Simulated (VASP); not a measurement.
# AlGa3N4 (Pm) in VASP: further runs

Runs on AlGa3N4. Level: r2SCAN. Tasks: single point.

Program: VASP 6.6.1. These are calculated values, not measurements. Logs are shortened: lines on timing, memory, paths and dates and some standing lists are left out, and cuts for length are marked.

### 1 The cell of the first run

The structure is monoclinic, space group Pm (No. 6). Conventional cell: a = 5.120 Å, b = 3.152 Å, c = 5.559 Å, α = 90.00°, β = 90.04°, γ = 90.00°. Al (site symmetry m) has 4 N at 1.89 to 1.92 Å within 2.5 Å. Within 2.6 Å of Ga (site symmetry m) lie 4 N at 1.94 to 1.97 Å. Within 2.6 Å of Ga (site symmetry m) lie 4 N at 1.94 to 1.96 Å. Ga (site symmetry m) has 4 N at 1.94 to 1.99 Å within 2.6 Å. N (site symmetry m) has 1 Al at 1.92 Å and 3 Ga at 1.94 to 1.95 Å within 2.5 Å. Within 2.5 Å of N (site symmetry m) lie 2 Al at 1.90 Å and 2 Ga at 1.96 to 1.99 Å. N (site symmetry m) has 4 Ga at 1.94 to 1.96 Å within 2.6 Å. N (site symmetry m) has 1 Al at 1.89 Å and 3 Ga at 1.94 to 1.97 Å within 2.5 Å.

### 2 Single point, r2SCAN (uniaxial strain along c: +1.5 %)

Input file POSCAR:

```
AlGa3N4
1.0
    5.1196492951      0.0000000000     -0.0000646716
    0.0000000000      3.1515515025      0.0000000000
   -0.0037312017      0.0000000000      5.5591495094
Al Ga N
1 3 4
Direct
    0.0005828848      0.5000000000      0.6672982357
    0.4991712870      0.5000000000      0.3350606985
    0.4992511918      0.0000000000      0.8314570703
    0.9998609986      0.0000000000      0.1661913852
    0.1194130441      0.5000000000      0.3406010347
    0.1173310425      0.0000000000      0.8259310372
    0.6202395502      0.0000000000      0.1661937139
    0.6317500111      0.5000000000      0.6672678244
```

Input file INCAR.step1:

```
SYSTEM = AlGa3N4
PREC = Accurate
ENCUT = 520
ISMEAR = 0
SIGMA = 0.02
LREAL = .FALSE.
LASPH = .TRUE.
NELM = 60
NBANDS = 41
GGA = PE
ALGO = Normal
EDIFF = 1E-4
LWAVE = .TRUE.
LCHARG = .FALSE.
```

Input file INCAR.step2:

```
SYSTEM = AlGa3N4
PREC = Accurate
ENCUT = 520
EDIFF = 1E-6
ISMEAR = 0
SIGMA = 0.02
LREAL = .FALSE.
LASPH = .TRUE.
NELM = 60
ALGO = Normal
ISIF = 2
LWAVE = .FALSE.
LCHARG = .TRUE.
METAGGA = R2SCAN
LMIXTAU = .TRUE.
LELF = .TRUE.
LVHAR = .TRUE.
NBANDS = 41
ISTART = 1
```

Input file KPOINTS:

```
regular mesh
0
G
  6 8 4
  0 0 0
```

Potentials or basis: VASP PAW PBE potentials, release 64 (Al, Ga_d, N).

Launch:

```
cat potpaw_PBE.64/Al/POTCAR potpaw_PBE.64/Ga_d/POTCAR potpaw_PBE.64/N/POTCAR > POTCAR
cp INCAR.step1 INCAR
mpirun -np 1 vasp_std > vasp.out
cp INCAR.step2 INCAR
mpirun -np 1 vasp_std > vasp.out
```

OUTCAR:

```text
SYSTEM = AlGa3N4
   PREC = Accurate
   ENCUT = 520
   EDIFF = 1E-6
   ISMEAR = 0
   LREAL = .FALSE.
   LASPH = .TRUE.
   NELM = 60
   ISIF = 2
   METAGGA = R2SCAN
   ISTART = 1

 ion  position               nearest neighbor table
   1  0.001  0.500  0.667-   8 1.89   6 1.90   6 1.90   5 1.92   3 3.14   3 3.14
   2  0.499  0.500  0.335-   7 1.94   7 1.94   5 1.94   8 1.97
   3  0.499  0.000  0.831-   8 1.94   8 1.94   6 1.96   7 1.96   1 3.14   1 3.14
   4  1.000  0.000  0.166-   7 1.94   5 1.95   5 1.95   6 1.99
   5  0.119  0.500  0.341-   1 1.92   2 1.94   4 1.95   4 1.95
   6  0.117  0.000  0.826-   1 1.90   1 1.90   3 1.96   4 1.99
   7  0.620  0.000  0.166-   2 1.94   2 1.94   4 1.94   3 1.96
   8  0.632  0.500  0.667-   1 1.89   3 1.94   3 1.94   2 1.97

  LATTYP: Found a simple monoclinic cell.
 ALAT       =     5.1196492955
 B/A-ratio  =     0.6155795682
 C/A-ratio  =     1.0858460103
 COS(beta)  =    -0.0006838140

  Lattice vectors:

 A1 = (   5.1196492951,   0.0000000000,  -0.0000646716)
 A2 = (   0.0000000000,   3.1515515025,   0.0000000000)
 A3 = (  -0.0037312017,   0.0000000000,   5.5591495094)

Analysis of symmetry for initial positions (statically):
=====================================================================
 Subroutine PRICEL returns:
 Original cell was already a primitive cell.

 Routine SETGRP: Setting up the symmetry group for a
 simple monoclinic supercell.

 Subroutine GETGRP returns: Found  2 space group operations
 (whereof  2 operations were pure point group operations)
 out of a pool of  4 trial point group operations.

The static configuration has the point symmetry C_1h.

Analysis of symmetry for dynamics (positions and initial velocities):
=====================================================================
 Subroutine PRICEL returns:
 Original cell was already a primitive cell.

 Routine SETGRP: Setting up the symmetry group for a
 simple monoclinic supercell.

 Subroutine GETGRP returns: Found  2 space group operations
 (whereof  2 operations were pure point group operations)
 out of a pool of  4 trial point group operations.

The dynamic configuration has the point symmetry C_1h.

 Subroutine INISYM returns: Found  2 space group operations
 (whereof  2 operations are pure point group operations),
 and found     1 'primitive' translations

----------------------------------------------------------------------------------------

                                     Primitive cell

  volume of cell :      89.6960

  direct lattice vectors                    reciprocal lattice vectors
     5.119649295  0.000000000 -0.000064672     0.195325881  0.000000000  0.000131099
     0.000000000  3.151551502  0.000000000     0.000000000  0.317304032  0.000000000
    -0.003731202  0.000000000  5.559149509     0.000002272  0.000000000  0.179883633

  length of vectors
     5.119649296  3.151551502  5.559150762     0.195325925  0.317304032  0.179883633

  position of ions in fractional coordinates (direct lattice)
     0.000582885  0.500000000  0.667298236
     0.499171287  0.500000000  0.335060699
     0.499251192  0.000000000  0.831457070
     0.999860999  0.000000000  0.166191385
     0.119413044  0.500000000  0.340601035
     0.117331042  0.000000000  0.825931037
     0.620239550  0.000000000  0.166193714
     0.631750011  0.500000000  0.667267824

  ion indices of the primitive-cell ions
   primitive index   ion index
                 1           1
                 2           2
                 3           3
                 4           4
                 5           5
                 6           6
                 7           7
                 8           8

----------------------------------------------------------------------------------------

 KPOINTS: regular mesh

Automatic generation of k-mesh.
 Grid dimensions read from file:
 generate k-points for:    6    8    4

 Generating k-lattice:

  Cartesian coordinates                     Fractional coordinates (reciprocal lattice)
     0.032554313  0.000000000  0.000021850     0.166666667  0.000000000  0.000000000
     0.000000000  0.039663004  0.000000000     0.000000000  0.125000000  0.000000000
     0.000000568  0.000000000  0.044970908     0.000000000  0.000000000  0.250000000

  Length of vectors
     0.032554321  0.039663004  0.044970908

  Shift w.r.t. Gamma in fractional coordinates (k-lattice)
     0.000000000  0.000000000  0.000000000

 Subroutine IBZKPT returns following result:
 ===========================================

 Found     70 irreducible k-points:

 Following reciprocal coordinates:
            Coordinates               Weight
  0.000000  0.000000  0.000000      1.000000
  0.166667  0.000000 -0.000000      2.000000
  0.333333  0.000000 -0.000000      2.000000
  0.500000  0.000000 -0.000000      1.000000
  0.000000  0.125000  0.000000      2.000000
  0.166667  0.125000 -0.000000      4.000000
[... 16 lines left out ...]
  0.333333  0.000000  0.250000      2.000000
  0.500000  0.000000  0.250000      2.000000
 [... further k-points ...]
   k-points           NKPTS =     70   k-points in BZ     NKDIM =     70   number of bands    NBANDS=     41
   number of dos      NEDOS =    301   number of ions     NIONS =      8
   total plane-waves  NPLWV =  40320
   dimension x,y,z NGX =    40 NGY =   24 NGZ =   42
   dimension x,y,z NGXF=    80 NGYF=   48 NGZF=   84
   ions per type =               1   3   4
   NGX,Y,Z   is equivalent  to a cutoff of  12.99, 12.66, 12.56 a.u.
   NGXF,Y,Z  is equivalent  to a cutoff of  25.98, 25.32, 25.12 a.u.
 SYSTEM =  AlGa3N4
   PREC   = accura    normal or accurate (medium, high low for compatibility)
   ISTART =      1    job   : 0-new  1-cont  2-samecut
   ICHARG =      0    charge: 1-file 2-atom 10-const
   ISPIN  =      1    spin polarized calculation?
   LNONCOLLINEAR =      F non collinear calculations
   LSORBIT =      F    spin-orbit coupling
   LASPH  =      T    aspherical Exc in radial PAW
   ENCUT  =  520.0 eV  38.22 Ry    6.18 a.u.   9.52  5.86 10.34*2*pi/ulx,y,z
   NELM   =     60;   NELMIN=  2; NELMDL=  0     # of ELM steps
   EDIFF  = 0.1E-05   stopping-criterion for ELM
   LREAL  =      F    real-space projection
   EDIFFG = 0.1E-04   stopping-criterion for IOM
   NSW    =      0    number of steps for IOM
   IBRION =     -1    ionic relax: 0-MD 1-quasi-New 2-CG
   NFREE  =      0    steps in history (QN), initial steepest desc. (CG)
   ISIF   =      2    stress and relaxation
   ISYM   =      2    0-nonsym 1-usesym 2-fastsym
   POTIM  = 0.5000    time-step for ionic-motion
   TEBEG  =    0.0;   TEEND  =   0.0 temperature during run
   PSTRESS=    0.0 pullay stress
   NELECT =      62.0000    total number of electrons
   NUPDOWN=      -1.0000    fix difference up-down
   EMIN   =  10.00;   EMAX   =-10.00  energy-range for DOS
   EFERMI =   0.00;   METHOD = LEGACY
   ISMEAR =     0;   SIGMA  =   0.02  broadening in eV -4-tet -1-fermi 0-gaus
   EFERMI_NEDOS =   21; number of points for ismear=-14 and -15
   IALGO  =     38    algorithm
   IMIX   =      4    mixing-type and parameters
     AMIX     =   0.40;   BMIX     =  1.00
     AMIX_MAG =   1.60;   BMIX_MAG =  1.00
  volume/ion in A,a.u.               =      11.21        75.66
  Fermi-wavevector in a.u.,A,eV,Ry     =   1.447486  2.735352 28.507145  2.095216
  Thomas-Fermi vector in A             =   2.565435
   LORBIT       =      0    0 simple, 1 ext, 2 COOP (PROOUT), +10 PAW based schemes
   METAGGA = R2SCAN    functional components
   LHFCALC =     F    Hartree Fock is set to
   AEXX    =    0.0000 exact exchange contribution
   IVDW    =     0    specifies the selected vdW correction
   LEPSILON=     F    determine dielectric tensor
   LRPA    =     F    only Hartree local field effects (RPA)
 non-spin polarized calculation
 Gauss-broadening in eV      SIGMA  =   0.02
  energy-cutoff  :      520.00
  volume of cell :       89.70
 maximum number of plane-waves:      2446
 NGX is ok and might be reduce to    40
   NGX = 19   NGY = 11   NGZ = 21

 number of electron      61.9999987 magnetization

 Free energy of the ion-electron system (eV)
  ---------------------------------------------------
  ext. energy  EPLUGINS =         0.00000000
  ---------------------------------------------------
  free energy    TOTEN  =       -84.90781855 eV

  energy without entropy =      -84.90781855  energy(sigma->0) =      -84.90781855

 E-fermi :   5.4157     XC(G=0): -12.3315

 val. band max:        5.2623410545   @ k =   0.0000   0.0000   0.0000
 cond. band min:       8.0676552616   @ k =   0.0000   0.0000   0.0000
 fundamental gap:      2.8053142071
 Fermi energy:         5.4156805032

 k-point     1 :       0.0000    0.0000    0.0000
  band No.  band energies     occupation
      1     -11.3447      2.00000
      2     -10.3564      2.00000
      3     -10.1685      2.00000
      4      -9.8529      2.00000
      5      -8.4216      2.00000
      6      -8.4095      2.00000
[... 33 lines left out ...]
     40      16.1127      0.00000
     41      16.6094      0.00000

 k-point     2 :       0.1667    0.0000   -0.0000
  band No.  band energies     occupation
      1     -11.2584      2.00000
      2     -10.3613      2.00000
      3     -10.1773      2.00000
      4      -9.8609      2.00000
      5      -8.4146      2.00000
      6      -8.4067      2.00000
[... 33 lines left out ...]
     40      16.1544      0.00000
     41      16.4374      0.00000

 k-point     3 :       0.3333    0.0000   -0.0000
  band No.  band energies     occupation
      1     -11.0269      2.00000
      2     -10.4488      2.00000
      3     -10.1788      2.00000
      4      -9.8726      2.00000
      5      -8.4075      2.00000
      6      -8.4003      2.00000
[... 875 lines left out ...]
      2     -10.4051      2.00000
      3     -10.2405      2.00000
      4      -9.9226      2.00000
      5      -8.4026      2.00000
      6      -8.3819      2.00000
[... 33 lines left out ...]
     40      16.0243      0.00000
     41      16.3208      0.00000

 k-point    24 :       0.5000    0.0000    0.2500
  band No.  band energies     occupation
      1     -10.6980      2.00000
      2     -10.5266      2.00000
      3     -10.2227      2.00000
      4      -9.9424      2.00000
      5      -8.3927      2.00000
      6      -8.3716      2.00000
[... 33 lines left out ...]
     40      15.9860      0.00000
     41      16.2651      0.00000

 [... further k-points ...]
[... 5 lines left out ...]
  --------------------------------------------------------------------------------------
  -------------------------------------------------------------------------------------
  Total        0.9949389      0.5798479     -2.7587898      0.0000000      0.0000000     -0.0079346
  in kB       17.7719070     10.3574220    -49.2783565      0.0000000      0.0000000     -0.1417297
  external PRESSURE =      -7.0496758 kB  Pullay stress =       0.0000000 kB

 VOLUME and BASIS-vectors are now :
 -----------------------------------------------------------------------------
  energy-cutoff  :      520.00
  volume of cell :       89.70
      direct lattice vectors                 reciprocal lattice vectors
     5.119649295  0.000000000 -0.000064672     0.195325881  0.000000000  0.000131099
     0.000000000  3.151551502  0.000000000     0.000000000  0.317304032  0.000000000
    -0.003731202  0.000000000  5.559149509     0.000002272  0.000000000  0.179883633

 POSITION                                       TOTAL-FORCE (eV/Angst)
 -----------------------------------------------------------------------------------
      0.00049      1.57578      3.70961         0.089459      0.000000     -0.138830
      2.55433      1.57578      1.86262         0.105430      0.000000      0.125137
      2.55289      0.00000      4.62216         0.086769      0.000000      0.167501
      5.11832      0.00000      0.92382         0.092256      0.000000     -0.129012
      0.61008      1.57578      1.89344        -0.127427      0.000000      0.250310
      0.59761      0.00000      4.59147        -0.123334      0.000000      0.083353
      3.17479      0.00000      0.92386        -0.092804      0.000000     -0.187627
      3.23185      1.57578      3.70940        -0.030350      0.000000     -0.170833
 -----------------------------------------------------------------------------------
    total drift:                               -0.008843     -0.000000      0.003848

  FREE ENERGIE OF THE ION-ELECTRON SYSTEM (eV)
  ---------------------------------------------------
  free  energy   TOTEN  =       -84.9078185480 eV

  energy  without entropy=      -84.9078185480  energy(sigma->0) =      -84.90781855
```

Run time: 19 min. Hardware: 1 thread of Intel Xeon 8259CL, shared host; peak memory 0.34 GiB.

What came out:

```yaml
Free_energy: -84.9078 eV
Pressure: -0.7 GPa
Largest_force: 0.281 eV/Å
Band_gap_on_the_k_mesh: 2.81 eV
```

Forces on the atoms (eV/Å):
```
Al   0.089  0.000 -0.139
Ga   0.105  0.000  0.125
Ga   0.087  0.000  0.168
Ga   0.092  0.000 -0.129
N   -0.127  0.000  0.250
N   -0.123  0.000  0.083
N   -0.093  0.000 -0.188
N   -0.030  0.000 -0.171
```

Levels at points of the mesh, in eV from the valence-band top:
| k point | band 27 | band 28 | band 29 | band 30 | band 31 | band 32 | band 33 | band 34 | band 35 | band 36 |
| --- | --- | --- | --- | --- | --- | --- | --- | --- | --- | --- |
| (0.00, 0.00, 0.00) | -1.17 | -0.82 | -0.13 | -0.09 | 0.00 | 2.81 | 5.11 | 5.94 | 6.41 | 7.07 |
| (0.50, 0.00, 0.00) | -1.71 | -0.86 | -0.70 | -0.46 | -0.37 | 4.95 | 5.06 | 5.14 | 5.62 | 8.48 |
| (0.00, 0.50, 0.00) | -3.56 | -2.11 | -2.09 | -1.91 | -1.85 | 6.20 | 6.24 | 7.45 | 7.67 | 8.25 |
| (0.50, 0.50, 0.00) | -3.30 | -1.74 | -1.46 | -1.43 | -1.41 | 6.36 | 6.47 | 6.59 | 6.89 | 8.44 |
| (0.00, 0.00, 0.50) | -1.82 | -0.83 | -0.62 | -0.60 | -0.29 | 5.10 | 5.32 | 6.79 | 7.16 | 7.99 |
| (0.50, 0.00, 0.50) | -1.89 | -1.61 | -1.14 | -1.12 | -1.07 | 5.92 | 6.00 | 6.12 | 6.48 | 8.01 |
| (0.00, 0.50, 0.50) | -2.77 | -2.23 | -2.17 | -1.08 | -0.94 | 5.27 | 5.65 | 6.17 | 6.19 | 6.64 |
| (0.50, 0.50, 0.50) | -1.95 | -1.90 | -1.75 | -1.67 | -1.65 | 4.88 | 4.96 | 5.00 | 5.44 | 7.83 |

Caveat: the cell differs from its parent crystal (uniaxial strain along c: +1.5 %); the stress differs along the axes, from -5 to 2 GPa; the PAW data sets were made with another functional, which shifts forces and pressure a little.

[end of part 1 of 3]
